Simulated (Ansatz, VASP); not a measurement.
Two plane-wave programs on KRb2BrF6

```xyz
10
Lattice="0.0000 4.7318 4.7318 4.7318 0.0000 4.7318 4.7318 4.7318 0.0000" Properties=species:S:1:pos:R:3 pbc="T T T"
F     2.2240    4.7318    4.7318
F     4.7318    2.2240    4.7318
F     7.2397    4.7318    4.7318
F     4.7318    7.2397    4.7318
F     4.7318    4.7318    2.2240
F     4.7318    4.7318    7.2397
K     4.7318    4.7318    4.7318
Rb    2.3659    2.3659    2.3659
Rb    7.0977    7.0977    7.0977
Br    0.0000    0.0000    0.0000
```

Alike in both runs: task single point; functional r2SCAN; k mesh 6 × 6 × 6; no spin polarisation.

|  | VASP | Ansatz |
| --- | --- | --- |
| version | VASP 6.6.1 | Ansatz 0.2.0 |
| potentials or method | VASP PAW PBE potentials, release 64 (F, K_sv, Rb_sv, Br), cutoff 520 eV | PAW plane waves |
| occupations | fermi-dirac, width 0.1 eV | fermi-dirac |
| valence electrons in the cell | 76 | 76 |

```tsv
	VASP	Ansatz	Ansatz less VASP
pressure (GPa)	-2.0	-1.9	+0.10
rms of the force components (eV/Å)	0.079	0.076	-0.0024
```

VASP's potentials were made for PBE, not for r2SCAN. Atom by atom the forces differ by 0.002 eV/Å (rms over components).
